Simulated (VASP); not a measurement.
ZrSc2As3, 6 atoms in the cell. It takes space group P6/mmm (No. 191, hexagonal). Conventional cell: a = 6.116 Å, b = 6.116 Å, c = 3.967 Å, α = 90.00°, β = 90.00°, γ = 120.00°. Zr (site symmetry 6/mmm) has 6 Sc at 3.53 Å and 12 As at 3.65 Å and 2 Zr at 3.97 Å within 4.6 Å. Sc (site symmetry -6m2) has 6 As at 2.66 Å within 3.5 Å. As (site symmetry mmm) has 4 Sc at 2.66 Å and 4 As at 3.06 Å within 3.5 Å. 

| Property | Result |
| --- | --- |
| Program | VASP 6.6.1 |
| Task | single point |
| Functional | PBE |
| Potentials or basis | VASP PAW PBE potentials, release 64 (Zr_sv, Sc_sv, As) |
| Cutoff | 520 eV |
| k mesh | 3 × 3 × 4 |
| Occupations | gaussian, width 0.1 eV |
| Spin | no spin polarisation |
| Dipole correction | no |
| Further INCAR settings | ALGO = Normal; EDIFF = 1e-06; NBANDS = 34 |

Potentials or basis: VASP PAW PBE potentials, release 64 (Zr_sv, Sc_sv, As).

Run with:

```console
$ cat potpaw_PBE.64/Zr_sv/POTCAR potpaw_PBE.64/Sc_sv/POTCAR potpaw_PBE.64/As/POTCAR > POTCAR
$ mpirun -np 1 vasp_std > vasp.out
```

Hardware: 1 thread of Intel Xeon 6975P-C, on a shared host.

**Question.** Estimate the wall time of this run.

**Answer.** Wall time 73 s on 1 thread of Intel Xeon 6975P-C, with other jobs on the host, peak memory 0.26 GiB. Counts: scf iterations 15, k points 9.
